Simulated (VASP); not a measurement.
Wanted: the native input for a VASP 6.6.1 run.

```yaml
Task: relaxation of cell and atoms
Functional: PBE
Potentials_or_basis: VASP PAW PBE potentials, release 64 (Tl_d, F)
Cutoff: 600 eV
k_mesh: 12 × 12 × 14
Occupations: gaussian, width 0.1 eV
Spin: no spin polarisation
Dipole_correction: no
Further_INCAR_settings: ALGO = Fast; EDIFF = 1e-07; IBRION = 2; EDIFFG = -0.01; NSW = 100; ISIF = 3
```

The structure of Tl2F lies in POSCAR:

```
Tl2F
1.0
    5.2429544036      0.0000000000      0.0000000000
   -2.6214772018      4.5405317044      0.0000000000
    0.0000000000      0.0000000000      3.2019814523
Tl F
2 1
Direct
    0.3333333333      0.6666666667      0.5000000000
    0.6666666667      0.3333333333      0.5000000000
    0.0000000000      0.0000000000      0.0000000000
```

The cell was generated, and may not be a known phase.

These files were run (other wordings do the same):

INCAR

```
PREC = Accurate
ENCUT = 600
EDIFF = 1E-7
ISMEAR = 0
SIGMA = 0.1
LREAL = F
LASPH = T
NELM = 100
ALGO = Fast
ISIF = 3
LWAVE = F
LCHARG = F
GGA = PE
IBRION = 2
NSW = 100
EDIFFG = -0.01
```

KPOINTS

```
Automatic mesh
0
Gamma
  12 12 14
```

Potentials or basis: VASP PAW PBE potentials, release 64 (Tl_d, F).

Run with:

```console
$ cat potpaw_PBE.64/Tl_d/POTCAR potpaw_PBE.64/F/POTCAR > POTCAR
$ mpirun -np 1 vasp_std > vasp.out
```

Results of the run:

The relaxed volume is 25.66 Å³/atom. The relaxed cell is a = 5.207 Å, b = 5.207 Å, c = 3.278 Å, α = 90.00°, β = 90.00°, γ = 120.00°. The space group after relaxing (to 0.1 Å) is P6/mmm (No. 191). The energy gained by relaxing is 2.9 meV/atom, the ionic steps are 5 and the pressure after relaxing is 0.0 GPa. The band gap on the k mesh is zero (an odd number of electrons rules out a gap without spin polarisation).

Caveat: spin-orbit coupling is left out, which moves the levels of the heavy elements.

Run time: 18 min on 1 thread of AMD EPYC 9755 128-Core Processor, with other jobs on the host, peak memory 0.37 GiB.
